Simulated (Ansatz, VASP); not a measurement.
# One calculation of ZrB2, two programs

```
Zr B
1.0
     3.17000    0.00000    0.00000
    -1.58500    2.74530    0.00000
     0.00000    0.00000    3.53300
Zr B
1 2
Direct
  0.00000 0.00000 0.00000
  0.66667 0.33333 0.50000
  0.33333 0.66667 0.50000
```

Alike in both runs: task single point; functional PBE; k mesh 10 × 10 × 8; occupations gaussian, width 0.012 eV; no spin polarisation.

```csv
,VASP,Ansatz
version,VASP 6.6.1,Ansatz 0.2.0
potentials or method,"VASP PAW PBE potentials, release 64 (Zr_sv, B)",Ansatz PAW
plane-wave cutoff (eV),520,420
valence electrons in the cell,18,18
```

```csv
,VASP,Ansatz,Ansatz less VASP
gap on the k mesh at the Fermi level (eV),none,none,-
pressure (GPa),0.9,0.8,-0.14
"traceless stress, the component that is largest in VASP (GPa)",0.84,0.80,-0.042
```

A gap of «none» marks a metal or a gap that the smearing closes.
